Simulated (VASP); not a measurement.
Runs of VASP 6.6.1 on KCl. The structure is that of space group Fm-3m (No. 225), or close to it. The cells are those of the table. 

```tsv
task	level	potentials or basis	spin	cell	k mesh for the DOS	occupations for the DOS	gap on the mesh (eV)	pressure (GPa)
electric field gradients	PBE	VASP PAW PBE potentials, release 64 (K_sv, Cl)	off	a = 4.463 Å, angles 60.0°, 2 atoms	-	-	5.16	0.6
electric field gradients	PBE	VASP PAW PBE potentials, release 64 (K_sv, Cl)	off	a = 4.373 Å, angles 60.0°, 2 atoms	-	-	5.37	2.0
single point	PBE	VASP PAW PBE potentials, release 64 (K_sv, Cl)	off	a = 4.463 Å, angles 60.0°, 2 atoms	-	-	5.16	0.6
single point	PBE	VASP PAW PBE potentials, release 64 (K_sv, Cl)	off	a = 4.373 Å, angles 60.0°, 2 atoms	-	-	5.37	2.0
single point	PBE	VASP PAW PBE potentials, release 64 (K_sv, Cl)	collinear, zero start	a = 4.373 Å, angles 60.0°, 2 atoms	-	-	5.37	2.0
electric field gradients	LDA	VASP PAW LDA potentials, release 64 (K_sv, Cl)	off	a = 4.463 Å, angles 60.0°, 2 atoms	-	-	4.72	-2.0
electric field gradients	PBEsol	VASP PAW PBE potentials, release 64 (K_sv, Cl)	off	a = 4.522 Å, angles 60.0°, 2 atoms	-	-	4.88	(a)
single point	LDA	VASP PAW LDA potentials, release 64 (K_sv, Cl)	off	a = 4.463 Å, angles 60.0°, 2 atoms	-	-	4.72	-2.0
```

Alike in all rows: k mesh 7 × 7 × 7; cutoff (eV) 520; smearing fermi-dirac 0.03 eV.

Q: Estimate the missing entries.

A: (a) -1.1.

Caveats: the PAW data sets were made with another functional, which shifts forces and pressure a little (some runs).

A k mesh can miss the band edges.
